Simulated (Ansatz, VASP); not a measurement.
MnF2 in VASP and in Ansatz

INCAR

```
  PREC = Accurate
  ENCUT = 520
  EDIFF = 1E-7
  ISMEAR = 0
  SIGMA = 0.1
  LREAL = F
  LASPH = T
  NELM = 150
  ALGO = Normal
  ISIF = 2
  LWAVE = F
  LCHARG = F
  ISPIN = 2
  MAGMOM = 4 4 0 0 0 0
  LORBIT = 11
  LMAXMIX = 4
  LDAU = T
  LDAUTYPE = 2
  LDAUL = 2 -1
  LDAUU = 3.9 0
  LDAUJ = 0 0
  LDAUPRINT = 1
  GGA = PE
  NBANDS = 40
```

The input KPOINTS:

```
Automatic mesh
0
Gamma
  4 4 6
```

POSCAR

```
MnF2
1.0
    4.2693009852      0.0000000000      0.0000000000
    0.0000000000      4.2693009852      0.0000000000
    0.0000000000      0.0000000000      2.8202113594
Mn F
2 4
Direct
    0.0000000000      0.0000000000      0.0000000000
    0.5000000000      0.5000000000      0.5000000000
    0.3060903849      0.3060903849      0.0000000000
    0.1939096151      0.8060903849      0.5000000000
    0.6939096151      0.6939096151      0.0000000000
    0.8060903849      0.1939096151      0.5000000000
```

Input for Ansatz:

```yaml
crystal:
  lattice:
    - [4.2693010137, 0.0, 0.0]
    - [0.0, 4.2693010137, 0.0]
    - [0.0, 0.0, 2.8202113806]
  atoms:
    - { symbol: Mn, position: [0.0, 0.0, 0.0], spin: 4.0 }
    - { symbol: Mn, position: [0.5, 0.5, 0.5], spin: 4.0 }
    - { symbol: F, position: [0.3060903857, 0.3060903857, 0.0] }
    - { symbol: F, position: [0.1939096143, 0.8060903857, 0.5] }
    - { symbol: F, position: [0.6939096143, 0.6939096143, 0.0] }
    - { symbol: F, position: [0.8060903857, 0.1939096143, 0.5] }
basis:
  ecutwfc: 420
kpoints:
  mp_grid: { grid: [4, 4, 6] }
hamiltonian:
  xc: pbe
  hubbard: { sites: [{ species: Mn, l: d, u_eff: 3.9 }] }
scf:
  occupations: { method: gaussian, width: 0.1 }
  lower_state_search: "off"
output:
  forces: true
  stress: true
  eigenvalues: true
  populations: true
magnetization:
  spin_polarized: true
```

Alike in both runs: task single point; functional PBE; k mesh 4 × 4 × 6; occupations gaussian, width 0.1 eV; collinear spin; Hubbard terms Mn d U = 3.9 eV.

```csv
,VASP,Ansatz
version,VASP 6.6.1,Ansatz 0.2.0
potentials or method,"VASP PAW PBE potentials, release 64 (Mn_pv, F), cutoff 520 eV","scalar-relativistic, plane waves, PAW"
valence electrons in the cell,54,58
```

Ansatz gave:

```
gap on the k mesh at the Fermi level (eV)                     : 1.83
least direct gap on the mesh (eV)                             : 1.83
rms of the force components (eV/Å)                            : 0.857
net moment per atom (μB)                                      : 1.67
size of the moment on the site where the two differ most (μB) : 3.87
```

Task: Estimate VASP's values.

Result: gap on the k mesh at the Fermi level (eV): 1.87; least direct gap on the mesh (eV): 1.87; rms of the force components (eV/Å): 0.879; net moment per atom (μB): 1.67; size of the moment on the site where the two differ most (μB): 4.62.

Site moments also hang on the region over which each program counts them. The programs project onto different local orbitals, so the same U acts differently, and such runs can settle in different states. Atom by atom the forces differ by 0.022 eV/Å (rms over components). VASP's potentials hold 54 valence electrons a cell and Ansatz's 58, so a difference there can come from the potentials and not from the codes.
